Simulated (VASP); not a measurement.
Write the native input for VASP 6.6.1 that does the following.

| Item | Value |
| --- | --- |
| Task | single point |
| Functional | PBE |
| Potentials or basis | VASP PAW PBE potentials, release 64 (Cd, H) |
| Cutoff | 520 eV |
| k mesh | 4 × 4 × 4 |
| Occupations | gaussian, width 0.1 eV |
| Spin | no spin polarisation |
| Dipole correction | no |
| Further INCAR settings | ALGO = Normal; EDIFF = 1e-06; NBANDS = 32 |

The structure of Cd4H lies in POSCAR:

```
Cd4H
1.0
   -3.0149137700      3.0149137700      3.0149137700
    3.0149137700     -3.0149137700      3.0149137700
    3.0149137700      3.0149137700     -3.0149137700
Cd H
4 1
Direct
    0.0000000000      0.5852204572      0.0000000000
    0.4147795428      0.4147795428      0.4147795428
    0.0000000000      0.0000000000      0.5852204572
    0.5852204572      0.0000000000      0.0000000000
    0.0000000000      0.0000000000      0.0000000000
```

The cell was generated, and may not be a known phase.

The input as run:

INCAR

```
PREC = Accurate ; ENCUT = 520
EDIFF = 1E-6 ; ISMEAR = 0
SIGMA = 0.1 ; LREAL = False
LASPH = True ; NELM = 100
ALGO = Normal ; ISIF = 2
LWAVE = False ; LCHARG = False
GGA = PE ; NBANDS = 32
```

KPOINTS

```
Automatic mesh
0
Gamma
  4 4 4
```

Potentials or basis: VASP PAW PBE potentials, release 64 (Cd, H).

Launch:

```bash
$ cat potpaw_PBE.64/Cd/POTCAR potpaw_PBE.64/H/POTCAR > POTCAR
$ mpirun -np 1 vasp_std > vasp.out
```

It gave:

| Quantity | Value |
| --- | --- |
| Pressure | 0.2 GPa |
| Largest force | 0.012 eV/Å |
| Band gap on the k mesh | zero (an odd number of electrons rules out a gap without spin polarisation) |

Caveat: the k points lie up to 0.37 Å⁻¹ apart, too coarse for converged energies and pressures of a metal.

Run time: 16 s on 1 thread of AMD EPYC 9R45 96-Core Processor (Zen 5), with other jobs on the host, peak memory 0.21 GiB.
